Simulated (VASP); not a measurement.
Here is a VASP 6.6.1 calculation.

File INCAR:

```
SYSTEM = Al
  PREC = Accurate
  ENCUT = 520
  EDIFF = 1E-6
  ISMEAR = -1
  SIGMA = 0.05
  LREAL = .False.
  LASPH = .True.
  NELM = 60
  ALGO = Normal
  ISIF = 2
  LWAVE = .False.
  LCHARG = .False.
  GGA = PE
  NBANDS = 8
```

File KPOINTS:

```
Automatic mesh
0
Gamma
  14 14 14
  0 0 0
```

The input POSCAR:

```
Al
1.0
    0.0000000000      1.9632606000      2.0239800000
    1.9632606000      0.0000000000      2.0239800000
    1.9632606000      1.9632606000      0.0000000000
Al
1
Direct
    0.0000000000      0.0000000000      0.0000000000
```

Potentials or basis: VASP PAW PBE potentials, release 64 (Al).

Run with:

```console
$ cat potpaw_PBE.64/Al/POTCAR > POTCAR
$ mpirun -np 1 vasp_std > vasp.out
```

Q: Predict the pressure.

A: 4.8 GPa.

Stress tensor (GPa, compression positive):
```
5.43 0.00 0.00
0.00 5.43 0.00
0.00 0.00 3.50
```

Caveat: the cell differs from its parent crystal (equal xx and yy strain of -3 %).
